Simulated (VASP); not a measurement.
Here is a VASP 6.6.1 calculation.

Contents of INCAR:

```
SYSTEM = NaI
ALGO     = Normal         ! electronic algorithm
EDIFF    = 1E-7           ! SCF threshold, eV
ENCUT    = 520            ! plane-wave cutoff, eV
GGA      = PE             ! functional
ISIF     = 2              ! what is computed and relaxed
ISMEAR   = 0              ! smearing method
LASPH    = .True.         ! aspherical terms in the spheres
LCHARG   = .True.         ! write CHGCAR
LELF     = .True.         ! ELF
LREAL    = .False.        ! projectors in reciprocal space
LVHAR    = .True.       
LWAVE    = .False.        ! write WAVECAR
NBANDS   = 14             ! bands
NELM     = 60             ! most SCF steps
PREC     = Accurate       ! precision mode
SIGMA    = 0.05           ! smearing width, eV
```

Contents of KPOINTS:

```
k-points
0
Gamma
  6 6 6
  0 0 0
```

Contents of POSCAR:

```
NaI
1.0
    0.0000000000      3.3334920000      3.1393080000
    3.3334920000      0.0000000000      3.1393080000
    3.3334920000      3.3334920000      0.0000000000
Na I
1 1
Direct
    0.0000000000      0.0000000000      0.0000000000
    0.5000000000      0.5000000000      0.5000000000
```

Potentials or basis: VASP PAW PBE potentials, release 64 (Na_pv, I).

The run is started by

```sh
$ cat potpaw_PBE.64/Na_pv/POTCAR potpaw_PBE.64/I/POTCAR > POTCAR
$ mpirun -np 1 vasp_std > vasp.out
```

(1) Estimate the pressure.

(2) What does it give for the band gap on the k mesh?

## Answers

(1) 0.1 GPa.

(2) 3.55 eV.

Caveat: the cell differs from its parent crystal (strain +0.030 along x and y, -0.030 along z); spin-orbit coupling is left out, which moves the levels of the heavy elements.
